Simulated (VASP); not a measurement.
Write the native input for VASP 6.6.1 that does the following.

```yaml
Task: single point
Functional: PBEsol
Potentials_or_basis: VASP PAW PBE potentials, release 64 (Hg, Te)
Cutoff: 520 eV
k_mesh: 2 × 2 × 2
Occupations: fermi-dirac, width 0.052 eV
Spin: no spin polarisation
Dipole_correction: no
Further_INCAR_settings: LREAL = Auto; ALGO = Normal; EDIFF = 1e-07; NBANDS = 86
```

The structure of HgTe lies in POSCAR:

```
HgTe
1.0
    0.0000000000      6.5783945715      6.5783945715
    6.5783945715      0.0000000000      6.5783945715
    6.5783945715      6.5783945715      0.0000000000
Hg Te
8 8
Direct
    0.0013092860     -0.0012180783      0.0010598331
   -0.0024417812     -0.0076147758      0.5043805086
    0.0006468904      0.4966744491      0.0068453632
   -0.0009208174      0.4982570541      0.4979014962
    0.5047549161     -0.0015917257      0.0059371629
    0.4978875871      0.0075212880      0.4943218235
    0.4966524073      0.5030681064     -0.0006123835
    0.5051029493      0.5024919780      0.4970245346
    0.1221591364      0.1225935889      0.1332087929
    0.1280885467      0.1255449169      0.6203160901
    0.1204212504      0.6316373174      0.1224337475
    0.1283317671      0.6218571956      0.6249052037
    0.6366770729      0.1132192653      0.1260336380
    0.6158898582      0.1287053385      0.6230482917
    0.6203939207      0.6341094251      0.1159807293
    0.6233358239      0.6261241942      0.6232921962
```

These files were run (other wordings do the same):

INCAR

```
PREC = Accurate
ENCUT = 520
EDIFF = 1E-7
ISMEAR = -1
SIGMA = 0.052
LREAL = Auto
LASPH = True
NELM = 100
ALGO = Normal
ISIF = 2
LWAVE = False
LCHARG = False
GGA = PS
NBANDS = 86
```

KPOINTS

```
regular mesh
0
Gamma
  2 2 2
```

Potentials or basis: VASP PAW PBE potentials, release 64 (Hg, Te).

Command:

```bash
$ cat potpaw_PBE.64/Hg/POTCAR potpaw_PBE.64/Te/POTCAR > POTCAR
$ mpirun -np 1 vasp_std > vasp.out
```

Results of the run:

```json
{
  "Pressure": "-0.6 GPa",
  "Largest force": "0.665 eV/Å",
  "Band gap on the k mesh": "0.01 eV"
}
```

Caveat: the smearing spreads over this small gap; the atoms stand as in a frame of molecular dynamics; the PAW data sets were made with another functional, which shifts forces and pressure a little; spin-orbit coupling is left out, which moves the levels of the heavy elements.

Wall time 27 min on 1 thread of Oxide Virtual Turin-like Processor, on a shared host, peak memory 0.76 GiB.
